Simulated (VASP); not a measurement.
# C (a cell with a defect) in VASP: further runs, part 2 of 2

VASP 6.6.1.

**4. Single point, PBE**

Contents of INCAR:

```
PREC = Accurate ; ENCUT = 520
EDIFF = 1E-7 ; ISMEAR = 0
SIGMA = 0.05 ; LREAL = Auto
LASPH = T ; NELM = 60
ALGO = Normal ; ISIF = 2
LWAVE = F ; LCHARG = F
GGA = PE ; NBANDS = 43
```

Contents of KPOINTS:

```
regular mesh
0
Gamma
  6 6 6
```

Contents of POSCAR:

```
C
1.0
    3.5715485858      0.0000000000     -3.5715485858
    0.0000000000      3.5715485858     -3.5715485858
    3.5715485858      3.5715485858      0.0000000000
C
15
Direct
    0.2500000000      0.2500000000      0.2500000000
    0.2500000000      0.7500000000      0.7500000000
    0.2500000000      0.7500000000      0.2500000000
    0.7500000000      0.2500000000      0.7500000000
    0.7500000000      0.2500000000      0.2500000000
    0.7500000000      0.7500000000      0.7500000000
    0.7500000000      0.7500000000      0.2500000000
    0.1250000000      0.1250000000      0.1250000000
    0.1250000000      0.1250000000      0.6250000000
    0.1250000000      0.6250000000      0.1250000000
    0.0606110239      0.5781250000      0.6806319881
    0.6250000000      0.1250000000      0.1250000000
    0.6250000000      0.1250000000      0.6250000000
    0.6250000000      0.6250000000      0.1250000000
    0.6250000000      0.6250000000      0.6250000000
```

Potentials or basis: VASP PAW PBE potentials, release 64 (C).

The run is started by

```console
cat potpaw_PBE.64/C/POTCAR > POTCAR
mpirun -np 1 vasp_std > vasp.out
```

OUTCAR:

```text
PREC = Accurate
   ENCUT = 520
   EDIFF = 1E-7
   ISMEAR = 0
   LREAL = Auto
   LASPH = T
   NELM = 60
   ISIF = 2
   GGA = PE

 ion  position               nearest neighbor table
   1  0.250  0.250  0.250-   8 1.55   9 1.55  10 1.55  12 1.55
   2  0.250  0.750  0.750-   9 1.55  10 1.55  15 1.55  11 1.81
   3  0.250  0.750  0.250-   8 1.55  10 1.55  14 1.55  11 1.81
   4  0.750  0.250  0.750-   9 1.55  12 1.55  13 1.55  15 1.55
   5  0.750  0.250  0.250-   8 1.55  12 1.55  13 1.55  14 1.55
   6  0.750  0.750  0.750-  11 1.32  13 1.55  14 1.55  15 1.55
   7  0.750  0.750  0.250-  10 1.55  12 1.55  14 1.55  15 1.55
   8  0.125  0.125  0.125-   1 1.55   3 1.55   5 1.55
   9  0.125  0.125  0.625-   1 1.55   2 1.55   4 1.55
  10  0.125  0.625  0.125-   1 1.55   2 1.55   3 1.55   7 1.55
  11  0.061  0.578  0.681-   6 1.32   2 1.81   3 1.81
  12  0.625  0.125  0.125-   1 1.55   4 1.55   5 1.55   7 1.55
  13  0.625  0.125  0.625-   4 1.55   5 1.55   6 1.55
[... 1304 lines left out ...]
------------------------ aborting loop because EDIFF is reached ----------------------------------------

  FORCE on cell =-STRESS in cart. coord.  units (eV):
  Direction    XX          YY          ZZ          XY          YZ          ZX
  --------------------------------------------------------------------------------------
  -------------------------------------------------------------------------------------
  Total        2.6765619      2.6765619     -7.6458086     -2.1668498      5.4426973     -5.4426997
  in kB       47.0639302     47.0639302   -134.4418009    -38.1012922     95.7028966    -95.7029376
  external PRESSURE =     -13.4379801 kB  Pullay stress =       0.0000000 kB

 VOLUME and BASIS-vectors are now :
 -----------------------------------------------------------------------------
  energy-cutoff  :      520.00
  volume of cell :       91.12
      direct lattice vectors                 reciprocal lattice vectors
     3.571548586  0.000000000 -3.571548586     0.139995296 -0.139995296 -0.139995296
     0.000000000  3.571548586 -3.571548586    -0.139995296  0.139995296 -0.139995296
     3.571548586  3.571548586  0.000000000     0.139995296  0.139995296  0.139995296

 POSITION                                       TOTAL-FORCE (eV/Angst)
 -----------------------------------------------------------------------------------
      1.78577      1.78577     -1.78577        -0.107375      0.107375     -0.785345
      3.57155      5.35732     -3.57155         0.718218      0.888453      1.057997
      1.78577      3.57155     -3.57155        -0.888453     -0.718218      1.057997
      5.35732      3.57155     -3.57155        -0.173144      0.602175      0.247310
      3.57155      1.78577     -3.57155        -0.602175      0.173144      0.247310
      5.35732      5.35732     -5.35732        -4.295394      4.295394      4.518593
      3.57155      3.57155     -5.35732         0.058450     -0.058450     -0.206316
      0.89289      0.89289     -0.89289         2.100536      2.134448      1.957701
      2.67866      2.67866     -0.89289        -2.134448     -2.100536      1.957701
      0.89289      2.67866     -2.67866         0.058340     -0.058340     -0.482256
      2.64739      4.49571     -2.28128         4.382478     -4.382478    -10.550159
      2.67866      0.89289     -2.67866         0.047166     -0.047166      0.019749
      4.46444      2.67866     -2.67866         2.080194     -2.080194     -1.857078
      2.67866      2.67866     -4.46444         0.256999      1.501393      1.408398
      4.46444      4.46444     -4.46444        -1.501393     -0.256999      1.408398
 -----------------------------------------------------------------------------------
    total drift:                               -0.003086      0.003086      0.003495

  FREE ENERGIE OF THE ION-ELECTRON SYSTEM (eV)
  ---------------------------------------------------
  free  energy   TOTEN  =      -127.8702575339 eV

  energy  without entropy=     -127.8676056915  energy(sigma->0) =     -127.86893161
```

OSZICAR:

```text
N       E                     dE             d eps       ncg     rms          rms(c)
DAV:   1     0.172791289718E+03    0.17279E+03   -0.31910E+04  5848   0.136E+03
DAV:   2    -0.118298888527E+03   -0.29109E+03   -0.27758E+03  7231   0.264E+02
DAV:   3    -0.131944861505E+03   -0.13646E+02   -0.13509E+02  7576   0.537E+01
DAV:   4    -0.132139437303E+03   -0.19458E+00   -0.19399E+00  7616   0.670E+00
DAV:   5    -0.132143298609E+03   -0.38613E-02   -0.38584E-02  7552   0.921E-01    0.146E+01
DAV:   6    -0.128804969216E+03    0.33383E+01   -0.32759E+00  7029   0.833E+00    0.851E+00
DAV:   7    -0.127868573887E+03    0.93640E+00   -0.26407E+00  7000   0.743E+00    0.253E+00
DAV:   8    -0.127867440631E+03    0.11333E-02   -0.15748E-01  7191   0.184E+00    0.111E+00
DAV:   9    -0.127870064682E+03   -0.26241E-02   -0.21907E-02  7344   0.729E-01    0.332E-01
DAV:  10    -0.127870142178E+03   -0.77496E-04   -0.47824E-03  7176   0.341E-01    0.111E-01
DAV:  11    -0.127870229840E+03   -0.87662E-04   -0.66123E-04  7152   0.131E-01    0.301E-02
DAV:  12    -0.127870247094E+03   -0.17254E-04   -0.51513E-05  7432   0.357E-02    0.184E-02
DAV:  13    -0.127870255477E+03   -0.83822E-05   -0.83815E-06  7320   0.156E-02    0.633E-03
DAV:  14    -0.127870257401E+03   -0.19240E-05   -0.25130E-06  7016   0.899E-03    0.178E-03
DAV:  15    -0.127870257512E+03   -0.11165E-06   -0.27036E-07  5864   0.289E-03    0.605E-04
DAV:  16    -0.127870257534E+03   -0.21632E-07   -0.29744E-08  4144   0.967E-04
   1 F= -.12787026E+03 E0= -.12786893E+03  d E =-.265184E-02
```

Run time: 19 min. Hardware: 1 thread of Intel Xeon 8259CL, shared host; peak memory 0.33 GiB.

What came out:

- Free energy: -127.8703 eV
- Pressure: -1.3 GPa
- Largest force: 12.236 eV/Å
- Band gap on the k mesh: zero (bands 30 and 31 overlap by 1.58 eV)

Forces on the atoms (eV/Å):
```
C    -0.107   0.107  -0.785
C     0.718   0.888   1.058
C    -0.888  -0.718   1.058
C    -0.173   0.602   0.247
C    -0.602   0.173   0.247
C    -4.295   4.295   4.519
C     0.058  -0.058  -0.206
C     2.101   2.134   1.958
C    -2.134  -2.101   1.958
C     0.058  -0.058  -0.482
C     4.382  -4.382 -10.550
C     0.047  -0.047   0.020
C     2.080  -2.080  -1.857
C     0.257   1.501   1.408
C    -1.501  -0.257   1.408
```

Levels at points of the mesh, in eV from the Fermi level:
```
           k point  band 27  band 28  band 29  band 30  band 31  band 32  band 33  band 34
(0.00, 0.00, 0.00)    -1.79    -1.70    -1.29     1.29     1.91     2.26     3.13     3.79
(0.50, 0.00, 0.00)    -2.91    -2.62    -2.57    -2.03     1.40     1.61     4.89     5.17
(0.00, 0.50, 0.00)    -4.01    -2.68    -1.64    -0.90     0.66     1.29     4.41     4.61
(0.00, 0.00, 0.50)    -3.57    -2.36    -2.34    -2.02     0.63     1.73     3.86     5.21
(0.50, 0.50, 0.00)    -3.65    -3.27    -2.24    -1.48     0.00     0.23     4.27     4.37
(0.00, 0.50, 0.50)    -3.89    -3.68    -2.51    -1.99     0.17     1.23     3.61     4.20
```

Caveat: the cell differs from its parent crystal (atoms taken out, atom 11 moved 0.125 of the way to it and +0.350 Å across, host rigid).

**5. Single point, PBE**

Contents of INCAR:

```
SYSTEM = C
PREC     = Accurate       ! precision mode
ENCUT    = 520            ! plane-wave cutoff, eV
EDIFF    = 1E-6           ! SCF threshold, eV
ISMEAR   = 0              ! smearing method
SIGMA    = 0.05           ! smearing width, eV
LREAL    = Auto         
LASPH    = .TRUE.         ! aspherical terms in the spheres
NELM     = 100            ! most SCF steps
ALGO     = Normal         ! electronic algorithm
ISIF     = 2              ! what is computed and relaxed
LWAVE    = .FALSE.        ! write WAVECAR
LCHARG   = .FALSE.        ! write CHGCAR
GGA      = PE             ! functional
NBANDS   = 43             ! bands
```

Contents of KPOINTS:

```
Automatic mesh
0
G
  6 6 6
  0 0 0
```

POSCAR: that of step 4 with these lines changed.

```diff
@@ -18,3 +18,3 @@
     0.1250000000      0.6250000000      0.1250000000
-    0.0606110239      0.5781250000      0.6806319881
+    0.2518889761      0.4843750000      0.6318680119
     0.6250000000      0.1250000000      0.1250000000
```

The run is started by

```console
cat potpaw_PBE.64/C/POTCAR > POTCAR
mpirun -np 1 vasp_std > vasp.out
```

Wall time 18 min (1 thread of Intel Xeon 8259CL, shared host); peak memory 0.33 GiB.

The run converged. Its results:

- Free energy: -127.0093 eV
- Pressure: -8.3 GPa
- Largest force: 4.743 eV/Å
- Band gap on the k mesh: zero (bands 30 and 31 overlap by 2.29 eV)

Forces on the atoms (eV/Å):
```
C   -0.081  0.081 -0.817
C    2.402 -0.495 -0.350
C    0.495 -2.402 -0.350
C    0.804  0.260 -0.888
C   -0.260 -0.804 -0.888
C   -1.391  1.391  2.410
C   -0.082  0.082  0.018
C    2.152  2.465  2.696
C   -2.465 -2.152  2.696
C    0.080 -0.080  0.039
C   -3.302  3.302  0.834
C    0.025 -0.025  0.155
C    0.556 -0.556 -3.149
C   -0.158 -1.224 -1.203
C    1.224  0.158 -1.203
```

Stress tensor (GPa, compression positive):
```
-12.34  13.04 -15.32
 13.04 -12.34  15.32
-15.32  15.32  -0.10
```

Levels at points of the mesh, in eV from the Fermi level:
```
           k point  band 26  band 27  band 28  band 29  band 30  band 31  band 32  band 33  band 34  band 35
(0.00, 0.00, 0.00)    -1.91    -1.51    -1.38    -1.18     1.86     2.13     2.18     3.50     4.14     4.42
(0.50, 0.00, 0.00)    -3.53    -3.13    -2.63    -1.99    -1.99     1.85     2.23     4.05     4.68     5.55
(0.00, 0.50, 0.00)    -3.83    -3.73    -1.39    -1.38    -0.02     0.15     0.90     4.87     5.72     6.00
(0.00, 0.00, 0.50)    -3.63    -2.75    -2.21    -2.00    -1.83     1.38     2.60     3.33     5.08     5.67
(0.50, 0.50, 0.00)    -3.83    -3.46    -3.45    -2.08    -1.81     0.10     2.41     2.88     4.67     5.97
(0.00, 0.50, 0.50)    -3.92    -3.66    -3.34    -1.67    -1.19    -0.30     1.55     4.03     4.45     6.08
```

Caveat: the cell differs from its parent crystal (atoms taken out, atom 11 moved 0.375 of the way to it and -0.350 Å across, host rigid).

**6. The runs side by side**

| cell | gap on the mesh (eV) | pressure (GPa) | largest force (eV/Å) |
| --- | --- | --- | --- |
| as given, atomic positions A | none | -7.6 | 5.29 |
| as given, atomic positions B | none | 25.3 | 47.89 |
| as given, atomic positions C | none | -1.3 | 12.24 |
| as given, atomic positions D | none | -8.3 | 4.74 |

Alike in all rows: task single point; level PBE; potentials or basis VASP PAW PBE potentials, release 64 (C); no spin polarisation; k mesh 6 × 6 × 6; cutoff (eV) 520; smearing gaussian 0.05 eV.

Caveats: atoms lie so close that the PAW spheres overlap strongly, which falsifies energies and pressures (at least some runs).

Absolute energies hang on the potentials; compare differences alone.
